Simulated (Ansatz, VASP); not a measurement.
# Two plane-wave programs on SnO2

```xyz
6
Lattice="3.1576 0.0000 0.0000 -1.5788 2.7345 0.0000 0.0000 0.0000 10.1605" Properties=species:S:1:pos:R:3 pbc="T T T"
Sn   -0.6156    0.0000    5.0803
Sn    0.6156    0.0000    0.0000
O     0.9554    0.9115    4.0824
O     2.2022    0.9115    0.9979
O    -0.6234    1.8230    6.0781
O     0.6234    1.8230    9.1626
```

Change from the starting cell: mode 1 frozen in at -0.634 Å, equal normal strain along x, y and z -0.0167.

Alike in both runs: task single point; functional PBE; dispersion D3(BJ); k mesh 12 × 12 × 4; occupations gaussian, width 0.05 eV; no spin polarisation.

```csv
,VASP,Ansatz
version,VASP 6.6.1,Ansatz 0.2.0
potentials or method,"VASP PAW PBE potentials, release 64 (Sn_d, O), cutoff 520 eV","scalar-relativistic, plane waves, PAW"
valence electrons in the cell,52,52
```

|  | VASP | Ansatz | Ansatz less VASP |
| --- | --- | --- | --- |
| gap on the k mesh at the Fermi level (eV) | 2.51 | 2.54 | +0.025 |
| least direct gap on the mesh (eV) | 2.89 | 2.91 | +0.019 |
| pressure (GPa) | 8.2 | 7.5 | -0.67 |
| traceless stress, the component that is largest in VASP (GPa) | -4.63 | -4.22 | +0.414 |
| rms of the force components (eV/Å) | 0.341 | 0.312 | -0.0288 |

Atom by atom the forces differ by 0.029 eV/Å (rms over components).
